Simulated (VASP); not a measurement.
LiCl: relaxation of cell and atoms with PBE

The system is LiCl.

```
CELL_PARAMETERS angstrom
-0.01848 2.51749 2.55751
5.10865 2.47269 -2.54969
-5.09575 2.49676 -2.49982
ATOMIC_POSITIONS crystal
Li 0.99450 0.99792 0.01685
Li 0.46883 0.49420 0.02099
Li 0.47097 0.01265 0.48541
Li 0.00995 0.50521 0.47851
Cl 0.03667 0.24463 0.74202
Cl 0.47556 0.73263 0.75198
Cl 0.57268 0.25968 0.24961
Cl 0.97086 0.75309 0.25462
```

```yaml
Program: VASP 6.6.1
Task: relaxation of cell and atoms
Functional: PBE
Potentials_or_basis: VASP PAW PBE potentials, release 64 (Li_sv, Cl)
Cutoff: 600 eV
k_mesh: 4 × 2 × 2
Occupations: gaussian, width 0.1 eV
Spin: no spin polarisation
Dipole_correction: no
Further_INCAR_settings: ALGO = Normal; EDIFF = 1e-06; IBRION = 2; EDIFFG = -0.025; NSW = 80; ISIF = 3
```

```yaml
Relaxed_volume: 17.08 Å³/atom
Relaxed_cell: a = 3.642 Å, b = 6.301 Å, c = 6.311 Å, α = 109.37°, β = 90.02°, γ = 90.01°
Space_group_after_relaxing_to_0.1_Å: Fm-3m (No. 225)
Energy_gained_by_relaxing: 36.5 meV/atom
Ionic_steps: 13
Pressure_after_relaxing: -0.1 GPa
Largest_force_after_relaxing: 0.017 eV/Å
Band_gap_on_the_k_mesh: 6.26 eV
```

Forces on the atoms (eV/Å):
```
Li   0.000  0.009 -0.014
Li  -0.002  0.007  0.009
Li  -0.004 -0.001 -0.002
Li   0.000 -0.011  0.002
Cl   0.010  0.001  0.009
Cl  -0.002 -0.009 -0.002
Cl  -0.006  0.009  0.001
Cl   0.002 -0.005 -0.005
```

Step by step:
| step | energy change (eV) | largest force (eV/Å) | pressure (GPa) | volume (Å³) |
| --- | --- | --- | --- | --- |
| 1 | 0.0000 | 0.6602 | 2.67 | 129.70 |
| 2 | -0.1289 | 0.4259 | 0.97 | 134.84 |
| 3 | -0.1907 | 0.2252 | -0.87 | 142.27 |
| 4 | -0.2181 | 0.2021 | -0.63 | 140.73 |
| 5 | -0.2564 | 0.1471 | 0.26 | 136.16 |
| 6 | -0.2675 | 0.1171 | 0.09 | 136.62 |
| 7 | -0.2816 | 0.0983 | -0.30 | 137.90 |
| 8 | -0.2882 | 0.0620 | 0.07 | 136.19 |
| 9 | -0.2888 | 0.0460 | 0.25 | 135.45 |
| 10 | -0.2913 | 0.0376 | 0.04 | 136.29 |
| 11 | -0.2914 | 0.0387 | 0.00 | 136.44 |
| 12 | -0.2920 | 0.0255 | -0.02 | 136.51 |
| 13 | -0.2924 | 0.0166 | -0.06 | 136.64 |

Final structure:
```cif
data_structure
_symmetry_space_group_name_H-M 'P 1'
_symmetry_Int_Tables_number 1
_cell_length_a 3.6421
_cell_length_b 6.3008
_cell_length_c 6.3113
_cell_angle_alpha 109.369
_cell_angle_beta 90.023
_cell_angle_gamma 90.010
_cell_volume 136.64
loop_
_atom_site_label
_atom_site_type_symbol
_atom_site_fract_x
_atom_site_fract_y
_atom_site_fract_z
_atom_site_occupancy
Li1 Li 0.00156 0.99829 0.99827 1
Li2 Li 0.49583 0.49992 0.00077 1
Li3 Li 0.50028 0.00101 0.49925 1
Li4 Li 0.00241 0.50039 0.50060 1
Cl1 Cl 0.99826 0.25014 0.75071 1
Cl2 Cl 0.50181 0.75011 0.75016 1
Cl3 Cl 0.49870 0.24995 0.24984 1
Cl4 Cl 0.00116 0.75018 0.25039 1
```

Levels at points of the mesh, in eV from the valence-band top:
| k point | band 17 | band 18 | band 19 | band 20 | band 21 | band 22 | band 23 | band 24 |
| --- | --- | --- | --- | --- | --- | --- | --- | --- |
| (0.00, 0.00, 0.00) | -0.25 | -0.01 | 0.00 | 0.00 | 6.26 | 6.74 | 6.75 | 7.85 |
| (0.50, 0.00, 0.00) | -1.05 | -1.05 | -0.28 | -0.28 | 8.15 | 8.15 | 9.51 | 9.51 |
| (0.00, 0.50, 0.00) | -0.15 | -0.14 | -0.14 | -0.13 | 7.17 | 7.17 | 8.15 | 8.16 |
| (0.50, 0.50, 0.00) | -0.70 | -0.70 | -0.70 | -0.69 | 8.14 | 8.15 | 8.16 | 8.17 |
| (0.00, 0.00, 0.50) | -0.14 | -0.13 | -0.13 | -0.12 | 7.17 | 7.18 | 8.14 | 8.15 |
| (0.50, 0.00, 0.50) | -0.71 | -0.71 | -0.70 | -0.70 | 8.13 | 8.14 | 8.16 | 8.16 |
| (0.00, 0.50, 0.50) | -0.58 | -0.58 | -0.28 | -0.28 | 8.15 | 8.16 | 8.46 | 8.47 |
| (0.50, 0.50, 0.50) | -0.26 | -0.26 | -0.25 | -0.25 | 6.74 | 6.74 | 7.85 | 7.85 |

It took 4.3 min on 1 thread of Intel(R) Xeon(R) 6975P-C (Granite Rapids) (shared host), peak memory 0.27 GiB.

Caveat: the k points lie up to 0.53 Å⁻¹ apart in the final cell; the cutoff is under 1.25 times the usual one of these potentials, so pressure, stress and relaxed cells hold a basis-set (Pulay) error. A k mesh can miss the band edges.
